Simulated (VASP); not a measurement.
# SnTe (Fm-3m) in VASP: notebook, part 3 of 3

VASP 6.6.1. The steps go on from the part before.

**6. Single point, PBEsol**

This run uses another cell than the first one, of 31.91 Å³/atom, 1.085 times its volume.

Input file INCAR:

```
SYSTEM = SnTe
PREC = Accurate
ENCUT = 520
EDIFF = 1E-7
ISMEAR = 0
SIGMA = 0.01
LREAL = .False.
LASPH = .True.
NELM = 80
ALGO = Normal
ISIF = 2
LWAVE = .False.
LCHARG = .False.
GGA = PS
NBANDS = 17
```

Input file KPOINTS:

```
Automatic mesh
0
Gamma
  5 5 5
  0 0 0
```

Input file POSCAR:

```
SnTe
1.0
    0.0000000000      3.1717171644      3.1717171644
    3.1717171644      0.0000000000      3.1717171644
    3.1717171644      3.1717171644      0.0000000000
Sn Te
1 1
Direct
    0.0000000000      0.0000000000      0.0000000000
    0.5000000000      0.5000000000      0.5000000000
```

Potentials or basis: VASP PAW PBE potentials, release 64 (Sn_d, Te).

The run is started by

```console
$ cat potpaw_PBE.64/Sn_d/POTCAR potpaw_PBE.64/Te/POTCAR > POTCAR
$ mpirun -np 1 vasp_std > vasp.out
```

OUTCAR:

```text
SYSTEM = SnTe
   PREC = Accurate
   ENCUT = 520
   EDIFF = 1E-7
   ISMEAR = 0
   LREAL = .False.
   LASPH = .True.
   NELM = 80
   ISIF = 2
   GGA = PS

 ion  position               nearest neighbor table
   1  0.000  0.000  0.000-   2 3.17   2 3.17   2 3.17   2 3.17   2 3.17   2 3.17
   2  0.500  0.500  0.500-   1 3.17   1 3.17   1 3.17   1 3.17   1 3.17   1 3.17

  LATTYP: Found a face centered cubic cell.
 ALAT       =     6.3434343288

  Lattice vectors:

 A1 = (   0.0000000000,   3.1717171644,   3.1717171644)
 A2 = (   3.1717171644,   0.0000000000,   3.1717171644)
 A3 = (   3.1717171644,   3.1717171644,   0.0000000000)

Analysis of symmetry for initial positions (statically):
=====================================================================
 Subroutine PRICEL returns:
 Original cell was already a primitive cell.

 Routine SETGRP: Setting up the symmetry group for a
 face centered cubic supercell.

 Subroutine GETGRP returns: Found 48 space group operations
 (whereof 48 operations were pure point group operations)
 out of a pool of 48 trial point group operations.

The static configuration has the point symmetry O_h .

Analysis of symmetry for dynamics (positions and initial velocities):
=====================================================================
 Subroutine PRICEL returns:
 Original cell was already a primitive cell.

 Routine SETGRP: Setting up the symmetry group for a
 face centered cubic supercell.

 Subroutine GETGRP returns: Found 48 space group operations
 (whereof 48 operations were pure point group operations)
 out of a pool of 48 trial point group operations.

The dynamic configuration has the point symmetry O_h .

 Subroutine INISYM returns: Found 48 space group operations
 (whereof 48 operations are pure point group operations),
 and found     1 'primitive' translations

----------------------------------------------------------------------------------------

                                     Primitive cell

  volume of cell :      63.8136

  direct lattice vectors                    reciprocal lattice vectors
     0.000000000  3.171717164  3.171717164    -0.157643312  0.157643312  0.157643312
     3.171717164  0.000000000  3.171717164     0.157643312 -0.157643312  0.157643312
     3.171717164  3.171717164  0.000000000     0.157643312  0.157643312 -0.157643312

  length of vectors
     4.485485430  4.485485430  4.485485430     0.273046227  0.273046227  0.273046227

  position of ions in fractional coordinates (direct lattice)
     0.000000000  0.000000000  0.000000000
     0.500000000  0.500000000  0.500000000

  ion indices of the primitive-cell ions
   primitive index   ion index
                 1           1
                 2           2

----------------------------------------------------------------------------------------

 KPOINTS: Automatic mesh

Automatic generation of k-mesh.
 Grid dimensions read from file:
 generate k-points for:    5    5    5

 Generating k-lattice:

  Cartesian coordinates                     Fractional coordinates (reciprocal lattice)
    -0.031528662  0.031528662  0.031528662     0.200000000  0.000000000  0.000000000
     0.031528662 -0.031528662  0.031528662     0.000000000  0.200000000  0.000000000
     0.031528662  0.031528662 -0.031528662     0.000000000  0.000000000  0.200000000

  Length of vectors
     0.054609245  0.054609245  0.054609245

  Shift w.r.t. Gamma in fractional coordinates (k-lattice)
     0.000000000  0.000000000  0.000000000

 Subroutine IBZKPT returns following result:
 ===========================================

 Found     10 irreducible k-points:

 Following reciprocal coordinates:
            Coordinates               Weight
  0.000000  0.000000  0.000000      1.000000
  0.200000  0.000000  0.000000      8.000000
  0.400000  0.000000  0.000000      8.000000
  0.200000  0.200000  0.000000      6.000000
  0.400000  0.200000  0.000000     24.000000
 -0.400000  0.200000  0.000000     24.000000
 -0.200000  0.200000  0.000000     12.000000
  0.400000  0.400000  0.000000      6.000000
 -0.400000  0.400000  0.000000     12.000000
 -0.400000  0.400000  0.200000     24.000000
   k-points           NKPTS =     10   k-points in BZ     NKDIM =     10   number of bands    NBANDS=     17
   number of dos      NEDOS =    301   number of ions     NIONS =      2
   total plane-waves  NPLWV =  46656
   dimension x,y,z NGX =    36 NGY =   36 NGZ =   36
   dimension x,y,z NGXF=    72 NGYF=   72 NGZF=   72
   ions per type =               1   1
   NGX,Y,Z   is equivalent  to a cutoff of  13.34, 13.34, 13.34 a.u.
   NGXF,Y,Z  is equivalent  to a cutoff of  26.69, 26.69, 26.69 a.u.
 SYSTEM =  SnTe
   PREC   = accura    normal or accurate (medium, high low for compatibility)
   ISTART =      0    job   : 0-new  1-cont  2-samecut
   ICHARG =      2    charge: 1-file 2-atom 10-const
   ISPIN  =      1    spin polarized calculation?
   LNONCOLLINEAR =      F non collinear calculations
   LSORBIT =      F    spin-orbit coupling
   LASPH  =      T    aspherical Exc in radial PAW
   ENCUT  =  520.0 eV  38.22 Ry    6.18 a.u.   8.34  8.34  8.34*2*pi/ulx,y,z
   NELM   =     80;   NELMIN=  2; NELMDL= -5     # of ELM steps
   EDIFF  = 0.1E-06   stopping-criterion for ELM
   LREAL  =      F    real-space projection
   EDIFFG = 0.1E-05   stopping-criterion for IOM
   NSW    =      0    number of steps for IOM
   IBRION =     -1    ionic relax: 0-MD 1-quasi-New 2-CG
   NFREE  =      0    steps in history (QN), initial steepest desc. (CG)
   ISIF   =      2    stress and relaxation
   ISYM   =      2    0-nonsym 1-usesym 2-fastsym
   POTIM  = 0.5000    time-step for ionic-motion
   TEBEG  =    0.0;   TEEND  =   0.0 temperature during run
   PSTRESS=    0.0 pullay stress
   NELECT =      20.0000    total number of electrons
   NUPDOWN=      -1.0000    fix difference up-down
   EMIN   =  10.00;   EMAX   =-10.00  energy-range for DOS
   EFERMI =   0.00;   METHOD = LEGACY
   ISMEAR =     0;   SIGMA  =   0.01  broadening in eV -4-tet -1-fermi 0-gaus
   EFERMI_NEDOS =   21; number of points for ismear=-14 and -15
   IALGO  =     38    algorithm
   IMIX   =      4    mixing-type and parameters
     AMIX     =   0.40;   BMIX     =  1.00
     AMIX_MAG =   1.60;   BMIX_MAG =  1.00
  volume/ion in A,a.u.               =      31.91       215.32
  Fermi-wavevector in a.u.,A,eV,Ry     =   1.112023  2.101418 16.824894  1.236595
  Thomas-Fermi vector in A             =   2.248592
   LORBIT       =      0    0 simple, 1 ext, 2 COOP (PROOUT), +10 PAW based schemes
   GGA     = PS    functional components
   LHFCALC =     F    Hartree Fock is set to
   AEXX    =    0.0000 exact exchange contribution
   IVDW    =     0    specifies the selected vdW correction
   LEPSILON=     F    determine dielectric tensor
   LRPA    =     F    only Hartree local field effects (RPA)
 non-spin polarized calculation
 Gauss-broadening in eV      SIGMA  =   0.01
  energy-cutoff  :      520.00
  volume of cell :       63.81
 maximum number of plane-waves:      1759
 NGX is ok and might be reduce to    36
   NGX = 17   NGY = 17   NGZ = 17

 number of electron      20.0000001 magnetization

 Free energy of the ion-electron system (eV)
  ---------------------------------------------------
  ext. energy  EPLUGINS =         0.00000000
  ---------------------------------------------------
  free energy    TOTEN  =        -8.33986976 eV

  energy without entropy =       -8.33986976  energy(sigma->0) =       -8.33986976

 E-fermi :   6.3016     XC(G=0):  -9.5703

 val. band max:        6.1892504261   @ k =  -0.2000   0.2000   0.0000
 cond. band min:       7.0756051901   @ k =   0.4000   0.0000   0.0000
 fundamental gap:      0.8863547640
 Fermi energy:         6.3015893099

 k-point     1 :       0.0000    0.0000    0.0000
  band No.  band energies     occupation
      1     -15.2293      2.00000
      2     -15.2293      2.00000
      3     -15.2230      2.00000
      4     -15.2230      2.00000
      5     -15.2230      2.00000
      6      -6.1228      2.00000
[... 9 lines left out ...]
     16      11.3056      0.00000
     17      13.2897      0.00000
[... 161 lines left out ...]
 k-point    10 :      -0.4000    0.4000    0.2000
  band No.  band energies     occupation
      1     -15.2396      2.00000
      2     -15.2294      2.00000
      3     -15.2217      2.00000
      4     -15.2176      2.00000
      5     -15.2138      2.00000
      6      -4.6474      2.00000
[... 9 lines left out ...]
     16      16.1133      0.00000
     17      16.1324      0.00000

------------------------ aborting loop because EDIFF is reached ----------------------------------------

  FORCE on cell =-STRESS in cart. coord.  units (eV):
  Direction    XX          YY          ZZ          XY          YZ          ZX
  --------------------------------------------------------------------------------------
  -------------------------------------------------------------------------------------
  Total       -0.4900085     -0.4900085     -0.4900085      0.0000000     -0.0000000      0.0000000
  in kB      -12.3027118    -12.3027118    -12.3027118      0.0000000     -0.0000000      0.0000000
  external PRESSURE =     -12.3027118 kB  Pullay stress =       0.0000000 kB

 VOLUME and BASIS-vectors are now :
 -----------------------------------------------------------------------------
  energy-cutoff  :      520.00
  volume of cell :       63.81
      direct lattice vectors                 reciprocal lattice vectors
     0.000000000  3.171717164  3.171717164    -0.157643312  0.157643312  0.157643312
     3.171717164  0.000000000  3.171717164     0.157643312 -0.157643312  0.157643312
     3.171717164  3.171717164  0.000000000     0.157643312  0.157643312 -0.157643312

 POSITION                                       TOTAL-FORCE (eV/Angst)
 -----------------------------------------------------------------------------------
      0.00000      0.00000      0.00000        -0.000000     -0.000000     -0.000000
      3.17172      3.17172      3.17172         0.000000      0.000000      0.000000
 -----------------------------------------------------------------------------------
    total drift:                               -0.000000      0.000000      0.000000

  FREE ENERGIE OF THE ION-ELECTRON SYSTEM (eV)
  ---------------------------------------------------
  free  energy   TOTEN  =        -8.3398697613 eV

  energy  without entropy=       -8.3398697613  energy(sigma->0) =       -8.33986976
```

stdout:

```text
POSCAR found type information on POSCAR SnTe
 POSCAR found :  2 types and       2 ions
 scaLAPACK will be used
 -----------------------------------------------------------------------------
|                                                                             |
|                                                                             |
|     You enforced a specific xc type in the INCAR file but a different       |
|     I HOPE YOU KNOW WHAT YOU ARE DOING!                                     |
|                                                                             |
 -----------------------------------------------------------------------------

 LDA part: xc-table for (Slater+PW92), standard interpolation
 POSCAR, INCAR and KPOINTS ok, starting setup
 FFT: planning ... GRIDC
 FFT: planning ... GRID_SOFT
 FFT: planning ... GRID
 WAVECAR not read
 entering main loop
```

It took 49 s on 1 thread of AMD EPYC 7R13, shared host; peak memory 0.17 GiB.

Results:

```yaml
Free_energy: -8.3399 eV
Pressure: -1.2 GPa
```

Levels at points of the mesh, in eV from the Fermi level:
```tsv
k point	band 6	band 7	band 8	band 9	band 10	band 11	band 12	band 13	band 14	band 15
(0.00, 0.00, 0.00)	-12.42	-4.54	-1.83	-1.83	-1.83	3.54	3.54	3.54	5.00	5.00
```

Caveat: this odd mesh misses L, where the gap lies, so gap, dielectric constants and Born charges aren't listed; the PAW data sets were made with another functional, which shifts forces and pressure a little; spin-orbit coupling is left out, which moves the levels of the heavy elements.

**7. The runs side by side**

```csv
cell,pressure (GPa)
"a = 4.365 Å, angles 60.0°, 2 atoms",2.8
"a = 4.396 Å, angles 60.0°, 2 atoms",1.6
"a = 4.426 Å, angles 60.0°, 2 atoms",0.5
"a = 4.456 Å, angles 60.0°, 2 atoms",-0.4
"a = 4.485 Å, angles 60.0°, 2 atoms",-1.2
```

Alike in all rows: task single point; level PBEsol; potentials or basis VASP PAW PBE potentials, release 64 (Sn_d, Te); no spin polarisation; k mesh 5 × 5 × 5; cutoff (eV) 520; smearing gaussian 0.01 eV.

Caveats: the PAW data sets were made with another functional, which shifts forces and pressure a little; spin-orbit coupling is left out, which moves the levels of the heavy elements.

Absolute energies hang on the potentials; compare differences alone.
